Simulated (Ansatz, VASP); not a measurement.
## Two plane-wave programs on Sc

The input INCAR:

```
SYSTEM = Sc
PREC = Accurate ; ENCUT = 500
EDIFF = 1E-6 ; ISMEAR = 1
SIGMA = 1.0 ; LREAL = .FALSE.
LASPH = .TRUE. ; NELM = 120
ALGO = Normal ; ISIF = 2
LWAVE = .FALSE. ; LCHARG = .FALSE.
GGA = CA ; NBANDS = 18
GGA_COMPAT = .FALSE.
```

The input KPOINTS:

```
regular mesh
0
G
  11 11 6
  0 0 0
```

POSCAR

```
Sc
1.0
    3.2269060027      0.0000000000      0.0000000000
   -1.6134530014      2.7945825740      0.0000000000
    0.0000000000      0.0000000000      5.0094253455
Sc
2
Direct
    0.3333333333      0.6666666667      0.2500000000
    0.6666666667      0.3333333333      0.7500000000
```

Input for Ansatz:

```yaml
crystal:
  lattice:
    - [3.2269060027, 0.0, 0.0]
    - [-1.6134530014, 2.794582574, 0.0]
    - [0.0, 0.0, 5.0094253455]
  atoms:
    - { symbol: Sc, position: [0.3333333333, 0.6666666667, 0.25] }
    - { symbol: Sc, position: [0.6666666667, 0.3333333333, 0.75] }
hamiltonian:
  xc: lda
  pseudopotentials:
    kind: paw
    azcp:
      Sc: "pseudopotentials/Sc.paw.azcp"
basis:
  ecutwfc: 420
  fft_grid_basis: typed
kpoints:
  mp_grid: { grid: [11, 11, 6], shift: [0, 0, 0] }
magnetization:
  spin_polarized: false
scf:
  occupations: { method: methfessel_paxton, width: 1.0 }
  lower_state_search: "off"
output:
  stress: true
  write_density: true
  write_potential: true
  elf: true
  volumetric_format: npy
```

Alike in both runs: task single point; functional LDA; k mesh 11 × 11 × 6; occupations methfessel-paxton of order 1, width 1 eV; no spin polarisation.

```csv
,VASP,Ansatz
version,VASP 6.6.1,Ansatz 0.2.0
potentials or method,"VASP PAW LDA potentials, release 64 (Sc_sv), cutoff 500 eV","plane waves (420 eV) with PAW, scalar-relativistic"
valence electrons in the cell,22,22
```

|  | VASP | Ansatz | Ansatz less VASP |
| --- | --- | --- | --- |
| pressure (GPa) | -0.1 | -0.1 | -0.07 |
| traceless stress, the component that is largest in VASP (GPa) | 0.55 | 0.55 | -0.008 |

Ansatz warns that its potentials were made for another functional, while VASP's fit it. LDA's correlation is that of Perdew and Zunger in VASP and of Perdew and Wang (1992) in Ansatz.
